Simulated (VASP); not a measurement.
# ZnS in VASP: settings compared

Aim: see how the results for ZnS move with the level of theory and the settings. Levels: HSE06, PBE, r2SCAN. Tasks: single point.

Program: VASP 6.6.1. These are calculated values, not measurements. Logs are shortened: lines on timing, memory, paths and dates and some standing lists are left out, and cuts for length are marked.

## 1. The cell of the first run

The structure is cubic, space group F-43m (No. 216). Conventional cell: a = 5.242 Å, b = 5.242 Å, c = 5.242 Å, α = 90.00°, β = 90.00°, γ = 90.00°. Zn (site symmetry -43m) has 4 S at 2.27 Å within 3.0 Å. S (site symmetry -43m) has 4 Zn at 2.27 Å within 3.0 Å.

## 2. Single point, HSE06 (strain -2.7%)

The input, POSCAR:

```
ZnS
1.0
    0.0000000000      2.6208066996      2.6208066996
    2.6208066996      0.0000000000      2.6208066996
    2.6208066996      2.6208066996      0.0000000000
Zn S
1 1
Direct
    0.0000000000      0.0000000000      0.0000000000
    0.2500000000      0.2500000000      0.2500000000
```

The input, INCAR.step1:

```
ALGO     = Normal         # electronic algorithm
EDIFF    = 1E-5           # SCF threshold, eV
ENCUT    = 520            # plane-wave cutoff, eV
GGA      = PE             # functional
ISIF     = 2              # what is computed and relaxed
ISMEAR   = 0              # smearing method
LASPH    = True           # aspherical terms in the spheres
LCHARG   = False          # write CHGCAR
LREAL    = False          # projectors in reciprocal space
LWAVE    = True           # write WAVECAR
NBANDS   = 16             # bands
NELM     = 100            # most SCF steps
PREC     = Accurate       # precision mode
SIGMA    = 0.01           # smearing width, eV
```

The input, INCAR.step2:

```
ALGO     = Normal         # electronic algorithm
EDIFF    = 1E-6           # SCF threshold, eV
ENCUT    = 520            # plane-wave cutoff, eV
GGA      = PE             # functional
HFSCREEN = 0.2079         # screening, 1/A
ISIF     = 2              # what is computed and relaxed
ISMEAR   = 0              # smearing method
ISTART   = 1            
LASPH    = True           # aspherical terms in the spheres
LCHARG   = False          # write CHGCAR
LHFCALC  = True           # exact exchange
LREAL    = False          # projectors in reciprocal space
LWAVE    = False          # write WAVECAR
NBANDS   = 16             # bands
NELM     = 100            # most SCF steps
PREC     = Accurate       # precision mode
PRECFOCK = Normal       
SIGMA    = 0.01           # smearing width, eV
```

The input, KPOINTS:

```
k-points
0
Gamma
  6 6 6
```

Potentials or basis: VASP PAW PBE potentials, release 64 (Zn, S).

Command:

```sh
$ cat potpaw_PBE.64/Zn/POTCAR potpaw_PBE.64/S/POTCAR > POTCAR
$ cp INCAR.step1 INCAR
$ mpirun -np 1 vasp_std > vasp.out
$ cp INCAR.step2 INCAR
$ mpirun -np 1 vasp_std > vasp.out
```

OUTCAR:

```text
EDIFF = 1E-6
   ENCUT = 520
   GGA = PE
   HFSCREEN = 0.2079
   ISIF = 2
   ISMEAR = 0
   ISTART = 1
   LASPH = True
   LHFCALC = True
   LREAL = False
   NELM = 100
   PREC = Accurate
   PRECFOCK = Normal

 ion  position               nearest neighbor table
   1  0.000  0.000  0.000-   2 2.27   2 2.27   2 2.27   2 2.27
   2  0.250  0.250  0.250-   1 2.27   1 2.27   1 2.27   1 2.27

  LATTYP: Found a face centered cubic cell.
 ALAT       =     5.2416133992

  Lattice vectors:

 A1 = (   0.0000000000,   2.6208066996,   2.6208066996)
 A2 = (   2.6208066996,   0.0000000000,   2.6208066996)
 A3 = (   2.6208066996,   2.6208066996,   0.0000000000)

Analysis of symmetry for initial positions (statically):
=====================================================================
 Subroutine PRICEL returns:
 Original cell was already a primitive cell.

 Routine SETGRP: Setting up the symmetry group for a
 face centered cubic supercell.

 Subroutine GETGRP returns: Found 24 space group operations
 (whereof 24 operations were pure point group operations)
 out of a pool of 48 trial point group operations.

The static configuration has the point symmetry T_d .

Analysis of symmetry for dynamics (positions and initial velocities):
=====================================================================
 Subroutine PRICEL returns:
 Original cell was already a primitive cell.

 Routine SETGRP: Setting up the symmetry group for a
 face centered cubic supercell.

 Subroutine GETGRP returns: Found 24 space group operations
 (whereof 24 operations were pure point group operations)
 out of a pool of 48 trial point group operations.

The dynamic configuration has the point symmetry T_d .

 Subroutine INISYM returns: Found 24 space group operations
 (whereof 24 operations are pure point group operations),
 and found     1 'primitive' translations

----------------------------------------------------------------------------------------

                                     Primitive cell

  volume of cell :      36.0027

  direct lattice vectors                    reciprocal lattice vectors
     0.000000000  2.620806700  2.620806700    -0.190780953  0.190780953  0.190780953
     2.620806700  0.000000000  2.620806700     0.190780953 -0.190780953  0.190780953
     2.620806700  2.620806700  0.000000000     0.190780953  0.190780953 -0.190780953

  length of vectors
     3.706380379  3.706380379  3.706380379     0.330442304  0.330442304  0.330442304

  position of ions in fractional coordinates (direct lattice)
     0.000000000  0.000000000  0.000000000
     0.250000000  0.250000000  0.250000000

  ion indices of the primitive-cell ions
   primitive index   ion index
                 1           1
                 2           2

----------------------------------------------------------------------------------------

 KPOINTS: k-points

Automatic generation of k-mesh.
 Grid dimensions read from file:
 generate k-points for:    6    6    6

 Generating k-lattice:

  Cartesian coordinates                     Fractional coordinates (reciprocal lattice)
    -0.031796826  0.031796826  0.031796826     0.166666667  0.000000000  0.000000000
     0.031796826 -0.031796826  0.031796826     0.000000000  0.166666667  0.000000000
     0.031796826  0.031796826 -0.031796826     0.000000000  0.000000000  0.166666667

  Length of vectors
     0.055073717  0.055073717  0.055073717

  Shift w.r.t. Gamma in fractional coordinates (k-lattice)
     0.000000000  0.000000000  0.000000000

 Subroutine IBZKPT returns following result:
 ===========================================

 Found     16 irreducible k-points:

 Following reciprocal coordinates:
            Coordinates               Weight
  0.000000  0.000000  0.000000      1.000000
  0.166667  0.000000  0.000000      8.000000
  0.333333  0.000000  0.000000      8.000000
  0.500000  0.000000  0.000000      4.000000
  0.166667  0.166667  0.000000      6.000000
  0.333333  0.166667  0.000000     24.000000
[... 8 lines left out ...]
 -0.333333  0.333333  0.166667     24.000000
 -0.333333  0.500000  0.166667     12.000000
   k-points           NKPTS =     16   k-points in BZ     NKDIM =    216   number of bands    NBANDS=     16
   number of dos      NEDOS =    301   number of ions     NIONS =      2
   total plane-waves  NPLWV =  21952
   dimension x,y,z NGX =    28 NGY =   28 NGZ =   28
   dimension x,y,z NGXF=    56 NGYF=   56 NGZF=   56
   ions per type =               1   1
   NGX,Y,Z   is equivalent  to a cutoff of  12.56, 12.56, 12.56 a.u.
   NGXF,Y,Z  is equivalent  to a cutoff of  25.12, 25.12, 25.12 a.u.
 SYSTEM =  unknown system
   PREC   = accura    normal or accurate (medium, high low for compatibility)
   ISTART =      1    job   : 0-new  1-cont  2-samecut
   ICHARG =      0    charge: 1-file 2-atom 10-const
   ISPIN  =      1    spin polarized calculation?
   LNONCOLLINEAR =      F non collinear calculations
   LSORBIT =      F    spin-orbit coupling
   LASPH  =      T    aspherical Exc in radial PAW
   ENCUT  =  520.0 eV  38.22 Ry    6.18 a.u.   6.89  6.89  6.89*2*pi/ulx,y,z
   NELM   =    100;   NELMIN=  2; NELMDL=  0     # of ELM steps
   EDIFF  = 0.1E-05   stopping-criterion for ELM
   LREAL  =      F    real-space projection
   EDIFFG = 0.1E-04   stopping-criterion for IOM
   NSW    =      0    number of steps for IOM
   IBRION =     -1    ionic relax: 0-MD 1-quasi-New 2-CG
   NFREE  =      0    steps in history (QN), initial steepest desc. (CG)
   ISIF   =      2    stress and relaxation
   ISYM   =      3    0-nonsym 1-usesym 2-fastsym
   POTIM  = 0.5000    time-step for ionic-motion
   TEBEG  =    0.0;   TEEND  =   0.0 temperature during run
   PSTRESS=    0.0 pullay stress
   NELECT =      18.0000    total number of electrons
   NUPDOWN=      -1.0000    fix difference up-down
   EMIN   =  10.00;   EMAX   =-10.00  energy-range for DOS
   EFERMI =   0.00;   METHOD = LEGACY
   ISMEAR =     0;   SIGMA  =   0.01  broadening in eV -4-tet -1-fermi 0-gaus
   EFERMI_NEDOS =   21; number of points for ismear=-14 and -15
   IALGO  =     38    algorithm
   IMIX   =      1    mixing-type and parameters
     AMIX     =   0.40;   BMIX     =  1.00
     AMIX_MAG =   1.60;   BMIX_MAG =  1.00
  volume/ion in A,a.u.               =      18.00       121.48
  Fermi-wavevector in a.u.,A,eV,Ry     =   1.299334  2.455385 22.970279  1.688268
  Thomas-Fermi vector in A             =   2.430604
   LORBIT       =      0    0 simple, 1 ext, 2 COOP (PROOUT), +10 PAW based schemes
   GGA     = PE    functional components
   LHFCALC =     T    Hartree Fock is set to
   PRECFOCK=normal    Normal, Fast or Accurate (Low or Medium for compatibility)
   ENCUT4O =  -1.0   cutoff for four orbital integrals eV
   NKREDX  =     1    reduce k-point grid by
   NKREDY  =     1    reduce k-point grid by
   NKREDZ  =     1    reduce k-point grid by
   AEXX    =    0.2500 exact exchange contribution
   HFSCREEN=    0.2079 screening length (either q_TF or 0.3 A-1)
   HFSCREENC=   0.2079 screening length for correlation (either q_TF or 0.3 A-1)
   ENCUTFOCK=  -1.0 apply spherical cutoff to Coloumb kernel
   IVDW    =     0    specifies the selected vdW correction
   LEPSILON=     F    determine dielectric tensor
   LRPA    =     F    only Hartree local field effects (RPA)
 non-spin polarized calculation
 Gauss-broadening in eV      SIGMA  =   0.01
  energy-cutoff  :      520.00
  volume of cell :       36.00
 maximum number of plane-waves:       982
  NGX = 24; NGY = 24; NGZ = 24

 number of electron      17.9999992 magnetization

 Free energy of the ion-electron system (eV)
  ---------------------------------------------------
  ext. energy  EPLUGINS =         0.00000000
  ---------------------------------------------------
  free energy    TOTEN  =        -8.26393259 eV

  energy without entropy =       -8.26393259  energy(sigma->0) =       -8.26393259

 E-fermi :   2.3918     XC(G=0):  -8.3151

 val. band max:        2.2704097364   @ k =   0.0000   0.0000   0.0000
 cond. band min:       6.0400252444   @ k =   0.0000   0.0000   0.0000
 fundamental gap:      3.7696155080
 Fermi energy:         2.3918403771

 k-point     1 :       0.0000    0.0000    0.0000
  band No.  band energies     occupation
      1     -12.7692      2.00000
      2      -5.9451      2.00000
      3      -5.9451      2.00000
      4      -5.9451      2.00000
      5      -5.3915      2.00000
      6      -5.3915      2.00000
[... 8 lines left out ...]
     15      15.5990      0.00000
     16      16.2252      0.00000

 k-point     2 :       0.1667    0.0000    0.0000
  band No.  band energies     occupation
      1     -12.5143      2.00000
      2      -5.9148      2.00000
      3      -5.9044      2.00000
      4      -5.9044      2.00000
      5      -5.3940      2.00000
      6      -5.3940      2.00000
[... 8 lines left out ...]
     15      14.6728      0.00000
     16      16.7220      0.00000

 k-point     3 :       0.3333    0.0000    0.0000
  band No.  band energies     occupation
      1     -11.9323      2.00000
      2      -5.8372      2.00000
      3      -5.8372      2.00000
      4      -5.6690      2.00000
      5      -5.3792      2.00000
      6      -5.3792      2.00000
[... 8 lines left out ...]
     15      15.4499      0.00000
     16      15.8094      0.00000

 k-point     4 :       0.5000    0.0000    0.0000
  band No.  band energies     occupation
      1     -11.5930      2.00000
      2      -5.8137      2.00000
      3      -5.8137      2.00000
      4      -5.3584      2.00000
      5      -5.3584      2.00000
      6      -5.1095      2.00000
[... 8 lines left out ...]
     15      17.5481      0.00000
     16      17.5481      0.00000
[... 172 lines left out ...]
 k-point    14 :       0.5000    0.3333    0.1667
  band No.  band energies     occupation
      1     -11.5295      2.00000
      2      -5.7948      2.00000
      3      -5.7387      2.00000
      4      -5.5811      2.00000
      5      -5.3622      2.00000
      6      -5.2563      2.00000
[... 8 lines left out ...]
     15      18.3837      0.00000
     16      19.0773      0.00000

 k-point    15 :      -0.3333    0.3333    0.1667
  band No.  band energies     occupation
      1     -11.3003      2.00000
      2      -5.7743      2.00000
      3      -5.6918      2.00000
      4      -5.4557      2.00000
      5      -5.3926      2.00000
      6      -4.9361      2.00000
[... 8 lines left out ...]
     15      18.0877      0.00000
     16      18.8911      0.00000

 k-point    16 :      -0.3333    0.5000    0.1667
  band No.  band energies     occupation
      1     -11.1959      2.00000
      2      -5.7924      2.00000
      3      -5.6253      2.00000
      4      -5.5068      2.00000
      5      -5.3622      2.00000
      6      -4.8936      2.00000
[... 8 lines left out ...]
     15      18.2357      0.00000
     16      19.2449      0.00000

------------------------ aborting loop because EDIFF is reached ----------------------------------------

  FORCE on cell =-STRESS in cart. coord.  units (eV):
  Direction    XX          YY          ZZ          XY          YZ          ZX
  --------------------------------------------------------------------------------------
  -------------------------------------------------------------------------------------
  Total        2.1730158      2.1730158      2.1730158     -0.0000000     -0.0000000     -0.0000000
  in kB       96.7026794     96.7026794     96.7026794     -0.0000000     -0.0000000     -0.0000000
  external PRESSURE =      96.7026794 kB  Pullay stress =       0.0000000 kB

 VOLUME and BASIS-vectors are now :
 -----------------------------------------------------------------------------
  energy-cutoff  :      520.00
  volume of cell :       36.00
      direct lattice vectors                 reciprocal lattice vectors
     0.000000000  2.620806700  2.620806700    -0.190780953  0.190780953  0.190780953
     2.620806700  0.000000000  2.620806700     0.190780953 -0.190780953  0.190780953
     2.620806700  2.620806700  0.000000000     0.190780953  0.190780953 -0.190780953

 POSITION                                       TOTAL-FORCE (eV/Angst)
 -----------------------------------------------------------------------------------
      0.00000      0.00000      0.00000         0.000000      0.000000      0.000000
      1.31040      1.31040      1.31040        -0.000000     -0.000000     -0.000000
 -----------------------------------------------------------------------------------
    total drift:                               -0.000147     -0.000077     -0.000088

  FREE ENERGIE OF THE ION-ELECTRON SYSTEM (eV)
  ---------------------------------------------------
  free  energy   TOTEN  =        -8.2639325938 eV

  energy  without entropy=       -8.2639325938  energy(sigma->0) =       -8.26393259
```

Run time: 48 min. Hardware: 1 thread of AMD EPYC 7R43 (Zen 3), shared host; peak memory 0.24 GiB.

Results:

| Quantity | Value |
| --- | --- |
| Free energy | -8.2639 eV |
| Pressure | 9.7 GPa |
| Band gap on the k mesh | 3.77 eV |

Levels at points of the mesh, in eV from the valence-band top:
```
           k point  band 6  band 7  band 8  band 9  band 10  band 11  band 12  band 13
(0.00, 0.00, 0.00)   -7.66    0.00    0.00    0.00     3.77     7.61     7.61     7.61
(0.50, 0.00, 0.00)   -7.38   -6.29   -1.06   -1.06     4.73     8.12     8.12    10.55
(0.50, 0.50, 0.00)   -7.34   -5.45   -2.73   -2.73     4.16     5.21    13.32    14.38
```

Caveat: the cell differs from its parent crystal (strain -2.7%); the cell stands under pressure; the PAW data sets were made with another functional, which shifts forces and pressure a little. A k mesh can miss the band edges.

## 3. Single point, PBE (strain -2.7%)

The input, INCAR:

```
PREC = Accurate
ENCUT = 520
EDIFF = 1E-6
ISMEAR = -1
SIGMA = 0.02
LREAL = F
LASPH = T
NELM = 100
ALGO = Normal
ISIF = 2
LWAVE = F
LCHARG = F
GGA = PE
NBANDS = 16
```

The input, KPOINTS:

```
Automatic mesh
0
Gamma
  8 8 8
```

POSCAR is that of step 2.

Potentials or basis: VASP PAW PBE potentials, release 64 (Zn, S).

Command:

```sh
$ cat potpaw_PBE.64/Zn/POTCAR potpaw_PBE.64/S/POTCAR > POTCAR
$ mpirun -np 1 vasp_std > vasp.out
```

It took 7.2 s on 1 thread of Intel Xeon 6975P-C (Granite Rapids), shared host; peak memory 0.15 GiB.

Results (log left out):

```yaml
Free_energy: -6.7231 eV
Pressure: 10.3 GPa
Band_gap_on_the_k_mesh: 2.53 eV
```

Levels at points of the mesh, in eV from the valence-band top:
```
           k point  band 7  band 8  band 9  band 10  band 11  band 12
(0.00, 0.00, 0.00)    0.00    0.00    0.00     2.53     6.31     6.31
(0.50, 0.00, 0.00)   -5.84   -1.01   -1.01     3.48     6.85     6.85
(0.50, 0.50, 0.00)   -4.93   -2.57   -2.57     3.18     4.03    11.67
```

Caveat: the cell differs from its parent crystal (strain -2.7%); the cell stands under pressure.

[end of part 1 of 2]
